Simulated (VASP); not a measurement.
Runs of VASP 6.6.1 on MgO. The structure is that of space group I4/mmm (No. 139), or close to it. The cells are those of the table. 

```tsv
cell	gap on the mesh (eV)	pressure (GPa)
a = 3.020, b = 2.909, c = 2.909 Å, angles 62.5, 58.7, 58.7°, 2 atoms	(d)	8.5
a = 3.020, b = 3.254, c = 3.254 Å, angles 55.3, 62.4, 62.4°, 2 atoms	(a)	(c)
a = 3.020, b = 2.802, c = 2.802 Å, angles 65.2, 57.4, 57.4°, 2 atoms	5.50	38.9
a = 3.020, b = 2.855, c = 2.855 Å, angles 63.9, 58.1, 58.1°, 2 atoms	(b)	21.0
a = 3.020, b = 3.194, c = 3.194 Å, angles 56.4, 61.8, 61.8°, 2 atoms	3.20	-15.3
a = 3.020, b = 3.224, c = 3.224 Å, angles 55.9, 62.1, 62.1°, 2 atoms	3.06	-16.1
```

Alike in all rows: task single point; level PBEsol; potentials or basis VASP PAW PBE potentials, release 64 (Mg, O); no spin polarisation; k mesh 10 × 10 × 10; cutoff (eV) 520; smearing gaussian 0.05 eV.

Task: Fill in the values left out.

Result: (a) 2.94; (b) 5.21; (c) -16.7; (d) 4.89.

Caveats: the PAW data sets were made with another functional, which shifts forces and pressure a little.

